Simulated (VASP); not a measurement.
A run of VASP 6.6.1 is set up as follows.

File INCAR:

```
SYSTEM = AlBN
PREC     = Accurate       ! precision mode
ENCUT    = 600            ! plane-wave cutoff, eV
EDIFF    = 1E-6           ! SCF threshold, eV
ISMEAR   = 0              ! smearing method
SIGMA    = 0.1            ! smearing width, eV
LREAL    = .FALSE.        ! projectors in reciprocal space
LASPH    = .TRUE.         ! aspherical terms in the spheres
NELM     = 60             ! most SCF steps
ALGO     = Normal         ! electronic algorithm
ISIF     = 3              ! what is computed and relaxed
LWAVE    = .FALSE.        ! write WAVECAR
LCHARG   = .FALSE.        ! write CHGCAR
GGA      = PE             ! functional
IBRION   = 2              ! ionic algorithm
NSW      = 90             ! ionic steps
EDIFFG   = -0.04          ! ionic threshold
```

File KPOINTS:

```
Automatic mesh
0
G
  6 6 4
  0 0 0
```

Contents of POSCAR:

```
AlBN
1.0
    5.4839991900      0.0000000000      0.0000000000
   -2.7419995900      4.7492826100      0.0000000000
    0.0000000000      0.0000000000      4.4788244800
Al B N
2 2 2
Direct
    0.0000000000      0.0000000000      0.6910189800
    0.0000000000      0.0000000000      0.3089810200
    0.0000000000      0.0000000000      0.5000000000
    0.0000000000      0.0000000000      0.0000000000
    0.3333333300      0.6666666700      0.5000000000
    0.6666666700      0.3333333300      0.5000000000
```

Potentials or basis: VASP PAW PBE potentials, release 64 (Al, B, N).

Launch:

```bash
$ cat potpaw_PBE.64/Al/POTCAR potpaw_PBE.64/B/POTCAR potpaw_PBE.64/N/POTCAR > POTCAR
$ mpirun -np 1 vasp_std > vasp.out
```

Problem. What does it give for the band gap on the k mesh?

Solution. Zero (bands 11 and 12 overlap by 2.45 eV).

Problem. Estimate the space group after relaxing (to 0.1 Å).

Solution. P6/mmm (No. 191).

Problem. Predict the relaxed cell.

Solution. a = 3.484 Å, b = 3.484 Å, c = 7.760 Å, α = 90.00°, β = 90.00°, γ = 120.00°.

Problem. Estimate the relaxed volume.

Solution. 13.60 Å³/atom.

Forces in eV/Å, atoms in the order of the input:
```
Al   0.000  0.000  0.031
Al   0.000  0.000 -0.031
B    0.000  0.000  0.000
B    0.000  0.000  0.000
N    0.000  0.000  0.000
N    0.000  0.000  0.000
```

Caveat: the volume moved by over 15 % at a fixed basis, so the end points are rough.
